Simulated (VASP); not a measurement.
**KMgF3: single point with PBE**

KMgF3:

```xyz
5
Lattice="4.0895 0.0000 0.0000 0.0000 4.0895 0.0000 0.0000 0.0000 4.0895" Properties=species:S:1:pos:R:3 pbc="T T T"
K     2.0447    2.0447    2.0447
Mg    0.0000    0.0000    0.0000
F     2.0447    0.0000    0.0000
F     0.0000    2.0447    0.0000
F     0.0000    0.0000    2.0447
```

```
Program                : VASP 6.6.1
Task                   : single point
Functional             : PBE
Potentials or basis    : VASP PAW PBE potentials, release 64 (K_sv, Mg, F)
Cutoff                 : 520 eV
k mesh                 : 6 × 6 × 6
Occupations            : gaussian, width 0.01 eV
Spin                   : no spin polarisation
Dipole correction      : no
Further INCAR settings : ALGO = Normal; EDIFF = 1e-06; NBANDS = 24
```

The pressure is -2.0 GPa and the band gap on the k mesh is 6.75 eV, indirect (least direct gap 7.07 eV).

Levels at points of the mesh, in eV from the valence-band top:
| k point | band 12 | band 13 | band 14 | band 15 | band 16 | band 17 | band 18 | band 19 | band 20 | band 21 |
| --- | --- | --- | --- | --- | --- | --- | --- | --- | --- | --- |
| (0.00, 0.00, 0.00) | -0.55 | -0.55 | -0.32 | -0.32 | -0.32 | 6.75 | 9.97 | 9.97 | 12.03 | 12.03 |
| (0.50, 0.00, 0.00) | -0.78 | -0.78 | -0.76 | -0.48 | -0.48 | 9.63 | 9.68 | 10.91 | 12.45 | 12.45 |
| (0.50, 0.50, 0.00) | -0.91 | -0.91 | -0.83 | -0.83 | -0.02 | 10.44 | 11.31 | 11.92 | 11.92 | 12.50 |
| (0.50, 0.50, 0.50) | -1.05 | -1.05 | 0.00 | 0.00 | 0.00 | 10.14 | 10.14 | 10.14 | 13.35 | 13.73 |

It took 20 s on 1 thread of Intel(R) Xeon(R) Platinum 8375C CPU @ 2.90GHz (Ice Lake) (shared host), peak memory 0.18 GiB.

A k mesh can miss the band edges.
